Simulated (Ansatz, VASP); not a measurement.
**One calculation of Pt, two programs**

Contents of INCAR:

```
SYSTEM = Pt
ALGO = Fast
EDIFF = 1E-6
ENCUT = 520
GGA = PS
ISIF = 2
ISMEAR = 0
LASPH = .TRUE.
LCHARG = .FALSE.
LREAL = .FALSE.
LWAVE = .FALSE.
NBANDS = 28
NELM = 80
PREC = Accurate
SIGMA = 0.15
```

Contents of KPOINTS:

```
k-points
0
G
  22 14 14
  0 0 0
```

POSCAR

```
Pt
1.0
   -2.7251696203      0.0000000000      0.0000000000
    0.0000000000      0.0000000000     -4.7068056308
    0.0000000000     -4.7201322416      0.0000000000
Pt
4
Direct
    1.0000000000      0.2101640657      0.3333333333
    0.5000000000      0.2101640657      0.8333333333
    0.5000000000      0.7898359343      0.1666666667
    0.0000000000      0.7898359343      0.6666666667
```

Input for Ansatz:

```yaml
crystal:
  lattice:
    - [-2.7251696203, 0.0, 0.0]
    - [0.0, 0.0, -4.7068056308]
    - [0.0, -4.7201322416, 0.0]
  atoms:
    - { symbol: Pt, position: [1.0, 0.2101640657, 0.3333333333] }
    - { symbol: Pt, position: [0.5, 0.2101640657, 0.8333333333] }
    - { symbol: Pt, position: [0.5, 0.7898359343, 0.1666666667] }
    - { symbol: Pt, position: [0.0, 0.7898359343, 0.6666666667] }
basis:
  ecutwfc: 420
kpoints:
  mp_grid: { grid: [22, 14, 14] }
hamiltonian:
  xc: pbesol
scf:
  occupations: { method: gaussian, width: 0.15 }
output:
  forces: true
  stress: true
  eigenvalues: true
```

Change from the starting cell: mode 11 (180.4 1/cm) frozen in, largest displacement +0.188 Å.

Alike in both runs: task single point; functional PBEsol; k mesh 22 × 14 × 14; occupations gaussian, width 0.15 eV; no spin polarisation.

```csv
,VASP,Ansatz
version,VASP 6.6.1,Ansatz 0.2.0
potentials or method,"VASP PAW PBE potentials, release 64 (Pt), cutoff 520 eV","scalar-relativistic, plane waves, PAW"
valence electrons in the cell,40,72
```

Ansatz gave:

| Property | Result |
| --- | --- |
| gap on the k mesh at the Fermi level (eV) | none |
| pressure (GPa) | 22.4 |
| traceless stress, the component that is largest in VASP (GPa) | 5.74 |
| rms of the force components (eV/Å) | 2.950 |

Task: Which values does VASP return?

Result: gap on the k mesh at the Fermi level (eV): none; pressure (GPa): 22.2; traceless stress, the component that is largest in VASP (GPa): 5.70; rms of the force components (eV/Å): 2.940.

VASP's potentials were made for PBE, not for PBEsol. Atom by atom the forces differ by 0.010 eV/Å (rms over components). A gap of «none» marks a metal or a gap that the smearing closes. The functional is the same, so the differences come from potentials, cutoffs and numerics. VASP's potentials hold 40 valence electrons a cell and Ansatz's 72, so a difference there can come from the potentials and not from the codes.

Spin-orbit coupling is off throughout.
